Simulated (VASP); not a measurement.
The system is BeS.

```xyz
2
Lattice="0.0000 2.4569 2.4569 2.4569 0.0000 2.4569 2.4569 2.4569 0.0000" Properties=species:S:1:pos:R:3 pbc="T T T"
S     3.6854    3.6854    3.6854
Be    0.0000    0.0000    0.0000
```

Program: VASP 6.6.1. Alike in all runs: task single point; no spin polarisation; cell as given; cutoff (eV) 520.

Order these runs on this cell by their band gap on the k mesh, lowest first.
A. level PBE0; potentials or basis VASP PAW PBE potentials, release 64 (S, Be); k mesh 6 × 6 × 6; smearing fermi-dirac 0.05 eV; grid for exact exchange (PRECFOCK) Normal
B. level PBE; potentials or basis VASP PAW PBE potentials, release 64 (S, Be); k mesh 9 × 9 × 9; smearing fermi-dirac 0.05 eV
C. level LDA; potentials or basis VASP PAW LDA potentials, release 64 (S, Be); k mesh 9 × 9 × 9; smearing fermi-dirac 0.05 eV
D. level HSE06; potentials or basis VASP PAW PBE potentials, release 64 (S, Be); k mesh 6 × 6 × 6; smearing fermi-dirac 0.05 eV; grid for exact exchange (PRECFOCK) Normal; screening parameter 0.2079 1/Å
E. level PBE0; potentials or basis VASP PAW PBE potentials, release 64 (S, Be); k mesh 5 × 5 × 5; smearing gaussian 0.1 eV; grid for exact exchange (PRECFOCK) Normal

C (3.08 eV), B (3.29 eV), D (4.14 eV), A (4.86 eV), E (5.18 eV).

Caveats: some runs use coarse meshes.

A k mesh can miss the band edges, odd and even meshes differently.
